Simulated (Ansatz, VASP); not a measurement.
# NbP in VASP and in Ansatz

```
CELL_PARAMETERS angstrom
0.00000 2.79250 2.79250
2.79250 0.00000 2.79250
2.79250 2.79250 0.00000
ATOMIC_POSITIONS crystal
Nb 0.00000 0.00000 0.00000
P 0.25000 0.25000 0.25000
```

Alike in both runs: task relaxation of cell and atoms; functional PBE; k mesh 14 × 14 × 14; occupations gaussian, width 0.1 eV; no spin polarisation.

|  | VASP | Ansatz |
| --- | --- | --- |
| version | VASP 6.6.1 | Ansatz 0.2.0 |
| potentials or method | VASP PAW PBE potentials, release 64 (Nb_sv, P), cutoff 600 eV | scalar-relativistic, plane waves, PAW |
| valence electrons in the cell | 18 | 18 |

```tsv
	VASP	Ansatz	Ansatz less VASP
gap on the k mesh at the Fermi level, each at its own relaxed structure (eV)	none	none	-
relaxed volume (Å³/atom)	21.73	21.78	+0.047
relaxed cell length with the largest relative difference (Å)	3.946	3.949	+0.0028
```

A gap of «none» marks a metal or a gap that the smearing closes.
